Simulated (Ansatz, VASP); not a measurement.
# Two plane-wave programs on Si2C

Contents of INCAR:

```
PREC = Accurate ; ENCUT = 600
EDIFF = 1E-6 ; ISMEAR = 0
SIGMA = 0.1 ; LREAL = F
LASPH = T ; NELM = 80
ALGO = Normal ; ISIF = 3
LWAVE = F ; LCHARG = F
GGA = PE ; IBRION = 2
NSW = 100 ; EDIFFG = -0.01
```

KPOINTS

```
regular mesh
0
Gamma
  12 12 16
```

The input POSCAR:

```
Si2C
1.0
    4.0020265474      0.0000000000      0.0000000000
   -2.0010132737      3.4658566567      0.0000000000
    0.0000000000      0.0000000000      2.7394168712
Si C
2 1
Direct
    0.3333333333      0.6666666667      0.5000000000
    0.6666666667      0.3333333333      0.5000000000
    0.0000000000      0.0000000000      0.0000000000
```

Input for Ansatz:

```yaml
crystal:
  lattice:
    - [4.0020265474, 0.0, 0.0]
    - [-2.0010132737, 3.4658566567, 0.0]
    - [0.0, 0.0, 2.7394168712]
  atoms:
    - { symbol: Si, position: [0.3333333333, 0.6666666667, 0.5] }
    - { symbol: Si, position: [0.6666666667, 0.3333333333, 0.5] }
    - { symbol: C, position: [0.0, 0.0, 0.0] }
basis:
  ecutwfc: 420
kpoints:
  mp_grid: { grid: [12, 12, 16] }
hamiltonian:
  xc: pbe
scf:
  occupations: { method: gaussian, width: 0.1 }
output:
  forces: true
  stress: true
  eigenvalues: true
relax:
  adjacent_minimum: "off"
  f_tol: 0.01
  max_steps: 80
  cell: { stress_tol: 0.05 }
```

Change from the starting cell: species swapped into the Li2Pd type (P6/mmm, No. 191).

Alike in both runs: task relaxation of cell and atoms; functional PBE; k mesh 12 × 12 × 16; occupations gaussian, width 0.1 eV; no spin polarisation.

```csv
,VASP,Ansatz
version,VASP 6.6.1,Ansatz 0.2.0
potentials or method,"VASP PAW PBE potentials, release 64 (Si, C), cutoff 600 eV","scalar-relativistic, plane waves, PAW"
valence electrons in the cell,12,12
```

```csv
,VASP,Ansatz,Ansatz less VASP
"gap on the k mesh at the Fermi level, each at its own relaxed structure (eV)",none,none,-
relaxed volume (Å³/atom),12.59,12.60,+0.006
relaxed cell length with the largest relative difference (Å),2.562,2.564,+0.0018
```

A gap of «none» marks a metal or a gap that the smearing closes.
